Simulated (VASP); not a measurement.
# Ti6H in VASP: a series of runs

Runs on Ti6H. Level: PBE. Tasks: single point.

Everything below comes from runs of VASP 6.6.1. Logs are shortened: lines on timing, memory, paths and dates and some standing lists are left out, and cuts for length are marked.

## 1. The cell of the first run

The cell holds a slab with vacuum, 7 atoms: a = 2.938 Å, b = 4.650 Å, c = 21.284 Å, α = 90.00°, β = 90.00°, γ = 90.00°.

## 2. Single point, PBE

INCAR

```
  PREC = Accurate
  ENCUT = 520
  EDIFF = 1E-7
  ISMEAR = 0
  SIGMA = 0.1
  LREAL = F
  LASPH = T
  NELM = 60
  ALGO = Normal
  ISIF = 2
  LWAVE = F
  LCHARG = F
  LDIPOL = T
  IDIPOL = 3
  DIPOL = 0.5 0.5 0.352
  GGA = PE
  NBANDS = 46
```

KPOINTS

```
Automatic mesh
0
Gamma
  9 6 1
```

POSCAR

```
Ti6H
1.0
    2.9381632085      0.0000000000      0.0000000000
    0.0000000000      4.6504654182      0.0000000000
    0.0000000000      0.0000000000     21.2842242132
Ti H
6 1
Direct
    0.0000000000      0.7500000000      0.1879326190
    0.5000000000      0.2500000000      0.2277825403
    0.5000000000      0.7500000000      0.3074823829
    0.0000000000      0.2500000000      0.3461291980
   -0.1424312680      0.8044306055      0.4266440765
    0.3802966674      0.3506950620      0.4631115780
    0.8333333333      0.5833333333      0.5033336696
```

Potentials or basis: VASP PAW PBE potentials, release 64 (Ti_sv, H).

The run is started by

```sh
$ cat potpaw_PBE.64/Ti_sv/POTCAR potpaw_PBE.64/H/POTCAR > POTCAR
$ mpirun -np 1 vasp_std > vasp.out
```

OUTCAR:

```text
PREC = Accurate
   ENCUT = 520
   EDIFF = 1E-7
   ISMEAR = 0
   LREAL = F
   LASPH = T
   NELM = 60
   ISIF = 2
   GGA = PE

 ion  position               nearest neighbor table
   1  0.000  0.750  0.188-   2 2.88   2 2.88   2 2.88   2 2.88
   2  0.500  0.250  0.228-   1 2.88   1 2.88   1 2.88   1 2.88   3 2.88   3 2.88   4 2.92   4 2.92

   3  0.500  0.750  0.307-   5 2.76   4 2.87   4 2.87   4 2.87   4 2.87   2 2.88   2 2.88
   4  0.000  0.250  0.346-   5 2.72   6 2.77   3 2.87   3 2.87   3 2.87   3 2.87   2 2.92   2 2.92

   5  0.858  0.804  0.427-   6 2.65   4 2.72   6 2.72   3 2.76
   6  0.380  0.351  0.463-   5 2.65   5 2.72   4 2.77
   7  0.833  0.583  0.503-

  LATTYP: Found a simple orthorhombic cell.
 ALAT       =     2.9381632085
 B/A-ratio  =     1.5827798145
 C/A-ratio  =     7.2440578357

  Lattice vectors:

 A1 = (   2.9381632085,   0.0000000000,   0.0000000000)
 A2 = (   0.0000000000,   4.6504654182,   0.0000000000)
 A3 = (   0.0000000000,   0.0000000000,  21.2842242132)

Analysis of symmetry for initial positions (statically):
=====================================================================
 Subroutine PRICEL returns:
 Original cell was already a primitive cell.

 Routine SETGRP: Setting up the symmetry group for a
 simple orthorhombic supercell.

 Subroutine GETGRP returns: Found  1 space group operations
 (whereof  1 operations were pure point group operations)
 out of a pool of  8 trial point group operations.

The static configuration has the point symmetry C_1 .

Analysis of symmetry for dynamics (positions and initial velocities):
=====================================================================
 Subroutine PRICEL returns:
 Original cell was already a primitive cell.

 Routine SETGRP: Setting up the symmetry group for a
 simple orthorhombic supercell.

 Subroutine GETGRP returns: Found  1 space group operations
 (whereof  1 operations were pure point group operations)
 out of a pool of  8 trial point group operations.

The dynamic configuration has the point symmetry C_1 .

 Subroutine INISYM returns: Found  1 space group operations
 (whereof  1 operations are pure point group operations),
 and found     1 'primitive' translations

[... 112 lines left out ...]
   POTIM  = 0.5000    time-step for ionic-motion
   TEBEG  =    0.0;   TEEND  =   0.0 temperature during run
   PSTRESS=    0.0 pullay stress
   NELECT =      73.0000    total number of electrons
   NUPDOWN=      -1.0000    fix difference up-down
   EMIN   =  10.00;   EMAX   =-10.00  energy-range for DOS
   EFERMI =   0.00;   METHOD = LEGACY
   ISMEAR =     0;   SIGMA  =   0.10  broadening in eV -4-tet -1-fermi 0-gaus
   EFERMI_NEDOS =   21; number of points for ismear=-14 and -15
   IALGO  =     38    algorithm
   IMIX   =      4    mixing-type and parameters
     AMIX     =   0.40;   BMIX     =  1.00
     AMIX_MAG =   1.60;   BMIX_MAG =  1.00
  volume/ion in A,a.u.               =      41.55       280.37
  Fermi-wavevector in a.u.,A,eV,Ry     =   1.032696  1.951512 14.510077  1.066461
  Thomas-Fermi vector in A             =   2.166906
   LORBIT       =      0    0 simple, 1 ext, 2 COOP (PROOUT), +10 PAW based schemes
   GGA     = PE    functional components
   LHFCALC =     F    Hartree Fock is set to
   AEXX    =    0.0000 exact exchange contribution
   IVDW    =     0    specifies the selected vdW correction
   LEPSILON=     F    determine dielectric tensor
   LRPA    =     F    only Hartree local field effects (RPA)
 non-spin polarized calculation
 Gauss-broadening in eV      SIGMA  =   0.10
  energy-cutoff  :      520.00
  volume of cell :      290.82
 maximum number of plane-waves:      7881
 NGX is ok and might be reduce to    24
   NGX = 11   NGY = 17   NGZ = 79

 dipolmoment           0.000000      0.000000     -0.023770 electrons x Angstroem

 number of electron      73.0000011 magnetization

 dipolmoment           0.000000      0.000000      0.005937 electrons x Angstroem

 Free energy of the ion-electron system (eV)
  ---------------------------------------------------
  ext. energy  EPLUGINS =         0.00000000
  ---------------------------------------------------
  free energy    TOTEN  =       -47.74676647 eV

  energy without entropy =      -47.68924398  energy(sigma->0) =      -47.71800523

 E-fermi :   0.6780     XC(G=0):  -5.1323

 val. band max:        0.6628835042   @ k =   0.2222  -0.3333   0.0000
 cond. band min:       0.6872928764   @ k =   0.2222   0.3333   0.0000
 fundamental gap:      0.0244093722
 Fermi energy:         0.6779944375

 k-point     1 :       0.0000    0.0000    0.0000
  band No.  band energies     occupation
      1     -56.3807      2.00000
      2     -56.2336      2.00000
      3     -56.1052      2.00000
      4     -56.0494      2.00000
      5     -55.9502      2.00000
      6     -55.9288      2.00000
[... 1165 lines left out ...]
     45       1.9775      0.00000
     46       2.0547      0.00000

 [... further k-points ...]

------------------------ aborting loop because EDIFF is reached ----------------------------------------

 vacuum level on the upper side and lower side of the slab       (xc-potential included)        -0.098        -0.209

  FORCE on cell =-STRESS in cart. coord.  units (eV):
  Direction    XX          YY          ZZ          XY          YZ          ZX
  --------------------------------------------------------------------------------------
  -------------------------------------------------------------------------------------
  Total       -3.0363783     -2.7481662     -1.0944035      0.6127424     -1.0847763      1.7461193
  in kB      -16.7277029    -15.1399144     -6.0291753      3.3756572     -5.9761381      9.6195407
  external PRESSURE =     -12.6322642 kB  Pullay stress =       0.0000000 kB

 VOLUME and BASIS-vectors are now :
 -----------------------------------------------------------------------------
  energy-cutoff  :      520.00
  volume of cell :      290.82
      direct lattice vectors                 reciprocal lattice vectors
     2.938163208  0.000000000  0.000000000     0.340348690  0.000000000  0.000000000
     0.000000000  4.650465418  0.000000000     0.000000000  0.215032241  0.000000000
     0.000000000  0.000000000 21.284224213     0.000000000  0.000000000  0.046983155

 POSITION                                       TOTAL-FORCE (eV/Angst)
 -----------------------------------------------------------------------------------
      0.00000      3.48785      4.00000         0.017389      0.032794      0.329343
      1.46908      1.16262      4.84817         0.004261      0.025482      0.109047
      1.46908      3.48785      6.54452        -0.418432     -0.034127     -0.449223
      0.00000      1.16262      7.36709        -0.043370      0.253210      0.029444
      2.51968      3.74098      9.08079         0.001979      0.007982     -0.010103
      1.11737      1.63090      9.85697        -0.002141     -0.003154     -0.013754
      2.44847      2.71277     10.71307         0.440314     -0.282186      0.005247
 -----------------------------------------------------------------------------------
    total drift:                                0.000130     -0.000080      0.000172

  FREE ENERGIE OF THE ION-ELECTRON SYSTEM (eV)
  ---------------------------------------------------
  free  energy   TOTEN  =       -47.7467664677 eV

  energy  without entropy=      -47.6892439833  energy(sigma->0) =      -47.71800523

 vacuum level on the upper side and lower side of the slab         4.398         4.287
```

OSZICAR:

```text
N       E                     dE             d eps       ncg     rms          rms(c)
DAV:   1     0.903950132544E+03    0.90395E+03   -0.39552E+04  2976   0.159E+03
DAV:   2     0.709088701496E+02   -0.83304E+03   -0.81839E+03  2706   0.513E+02
DAV:   3    -0.329679882475E+02   -0.10388E+03   -0.10157E+03  4186   0.161E+02
[... 27 lines left out ...]
DAV:  31    -0.477467655447E+02   -0.54912E-06   -0.71426E-08  1852   0.140E-03    0.756E-04
DAV:  32    -0.477467659652E+02   -0.42057E-06   -0.39450E-08  1890   0.881E-04    0.686E-04
DAV:  33    -0.477467662049E+02   -0.23967E-06   -0.38110E-08  1718   0.108E-03    0.351E-04
DAV:  34    -0.477467663698E+02   -0.16490E-06   -0.17676E-08  1638   0.561E-04    0.317E-04
DAV:  35    -0.477467664677E+02   -0.97874E-07   -0.15356E-08  1638   0.465E-04
   1 F= -.47746766E+02 E0= -.47718005E+02  d E =-.575225E-01
```

It took 27 min on 1 thread of Intel Xeon 8259CL, shared host; peak memory 0.52 GiB.

Results:

- Free energy: -47.7468 eV
- Largest force: 0.615 eV/Å
- Band gap on the k mesh: zero (an odd number of electrons rules out a gap without spin polarisation)

Forces in eV/Å, atoms in the order of the input:
```
Ti   0.017  0.033  0.329
Ti   0.004  0.025  0.109
Ti  -0.418 -0.034 -0.449
Ti  -0.043  0.253  0.029
Ti   0.002  0.008 -0.010
Ti  -0.002 -0.003 -0.014
H    0.440 -0.282  0.005
```

Levels at points of the mesh, in eV from the Fermi level:
| k point | band 33 | band 34 | band 35 | band 36 | band 37 | band 38 | band 39 | band 40 |
| --- | --- | --- | --- | --- | --- | --- | --- | --- |
| (0.00, 0.00, 0.00) | -0.56 | -0.41 | -0.12 | 0.16 | 0.32 | 0.61 | 0.65 | 0.77 |
| (0.00, 0.50, 0.00) | -0.59 | -0.51 | -0.26 | -0.10 | 0.10 | 0.28 | 0.42 | 0.46 |

(Part 1 of 2 ends here.)
